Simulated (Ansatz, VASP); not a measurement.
C: VASP beside Ansatz

```
CELL_PARAMETERS angstrom
-1.18718 1.18718 1.18718
1.18718 -1.18718 1.18718
1.18718 1.18718 -1.18718
ATOMIC_POSITIONS crystal
C 0.00000 0.00000 0.00000
```

Alike in both runs: functional PBE; k mesh 18 × 18 × 18; occupations fermi-dirac, width 0.1 eV; no spin polarisation.

Ansatz relaxed the structure, and its values are those at the end. VASP's run is a single point on that final structure, the one shown.

|  | VASP | Ansatz |
| --- | --- | --- |
| version | VASP 6.6.1 | Ansatz 0.2.0 |
| potentials or method | VASP PAW PBE potentials, release 64 (C), cutoff 520 eV | plane waves (420 eV) with PAW, scalar-relativistic |
| valence electrons in the cell | 4 | 4 |

|  | VASP | Ansatz | Ansatz less VASP |
| --- | --- | --- | --- |
| pressure (GPa) | 0.1 | 0.0 | -0.11 |

With one functional, cell and mesh, what is left measures potentials, basis and numerics.
